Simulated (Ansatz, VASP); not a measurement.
## EuS: VASP beside Ansatz

```
Eu S
1.0
     0.00000    2.97850    2.97850
     2.97850    0.00000    2.97850
     2.97850    2.97850    0.00000
Eu S
1 1
Direct
  0.00000 0.00000 0.00000
  0.50000 0.50000 0.50000
```

Alike in both runs: task single point; functional PBE; k mesh 7 × 7 × 7; occupations gaussian, width 0.1 eV; collinear spin.

|  | VASP | Ansatz |
| --- | --- | --- |
| version | VASP 6.6.1 | Ansatz 0.2.0 |
| potentials or method | VASP PAW PBE potentials, release 64 (Eu, S), cutoff 600 eV | all-electron (LAPW or listed datasets) |

|  | VASP | Ansatz | Ansatz less VASP |
| --- | --- | --- | --- |
| gap on the k mesh at the Fermi level (eV) | none | none | - |
| pressure (GPa) | -2.8 | -2.4 | +0.34 |
| net moment per atom (μB) | 3.49 | 3.49 | +0.003 |
| size of the moment on the site where the two differ most (μB) | 6.58 | 6.91 | +0.323 |

Site moments also hang on the region over which each program counts them. A gap of «none» marks a metal or a gap that the smearing closes. Ansatz ran all-electron here, and VASP with PAW potentials.

Spin-orbit coupling is off throughout.
